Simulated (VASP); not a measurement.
## P: single point with PBE

Crystal: P.

```
P
1.0
     0.00000    1.77644    1.77644
     1.77644    0.00000    1.77644
     1.77644    1.77644    0.00000
P
1
Direct
  0.00000 0.00000 0.00000
```

This isn't the form of P at room conditions, which is orthorhombic.

```
Program                : VASP 6.6.1
Task                   : single point
Functional             : PBE
Potentials or basis    : VASP PAW PBE potentials, release 64 (P)
Cutoff                 : 500 eV
k mesh                 : 21 × 21 × 21
Occupations            : fermi-dirac, width 0.05 eV
Spin                   : no spin polarisation
Dipole correction      : no
Further INCAR settings : ALGO = Normal; EDIFF = 1e-06; NBANDS = 8
```

- Pressure: 39.4 GPa
- Band gap on the k mesh: zero (an odd number of electrons rules out a gap without spin polarisation)

Levels at points of the mesh, in eV from the Fermi level:
```csv
k point,band 1,band 2,band 3,band 4,band 5,band 6
"(0.00, 0.00, 0.00)",-19.40,9.49,9.49,9.49,11.95,11.95
```

Run time: 6.8 s on 1 thread of AMD EPYC 9R45 96-Core Processor (Zen 5), on a shared host, peak memory 0.1 GiB.

Caveat: the cell stands under pressure.
